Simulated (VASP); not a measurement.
Crystal: CaInH.

```
Ca In H
1.0
     2.70339   -3.67538    0.00000
     2.70339    3.67538    0.00000
     0.00000    0.00000    3.53071
Ca In H
1 1 1
Direct
  0.50000 0.50000 0.50000
  0.00000 0.00000 0.50000
  0.50000 0.50000 0.00000
```

| Property | Result |
| --- | --- |
| Program | VASP 6.6.1 |
| Task | relaxation of cell and atoms |
| Functional | PBE |
| Potentials or basis | VASP PAW PBE potentials, release 64 (Ca_sv, In_d, H) |
| Cutoff | 600 eV |
| k mesh | 4 × 4 × 6 |
| Occupations | gaussian, width 0.1 eV |
| Spin | no spin polarisation |

At the start: pressure 12.9 GPa; volume 23.39 Å³/atom.

Where does the relaxation end?

Over 10 steps the energy falls by 495.0 meV/atom and the volume is 30.93 Å³/atom (+32.2 %); space group P4/mmm (No. 123, to 0.05 Å).

The path:
```
step  energy change (eV)  largest force (eV/Å)  pressure (GPa)  volume (Å³)
   1              0.0000                0.0000           12.86        70.16
   2             -1.3806                0.0000            1.10        90.25
   3             -1.4357                0.0000           -0.04        94.58
   4             -1.4191                0.0000           -1.58       103.48
   5             -1.4468                0.0000           -0.76        98.16
   6             -1.4468                0.0000           -0.65        97.56
   7             -1.4684                0.0000           -0.40        95.68
   8             -1.4826                0.0000            0.04        93.08
   9             -1.4830                0.0000            0.12        92.59
  10             -1.4850                0.0000            0.02        92.78
```

Final structure:
```
Ca In H
1.0
     3.38656   -3.39882    0.00000
     3.38656    3.39882    0.00000
     0.00000    0.00000    4.03022
Ca In H
1 1 1
Cartesian
  3.3866 0.0000 2.0151
  0.0000 0.0000 2.0151
  3.3866 0.0000 0.0000
```

Caveat: the k points lie up to 0.33 Å⁻¹ apart in the final cell; the volume moved by over 15 % at a fixed basis, so the end points are rough.
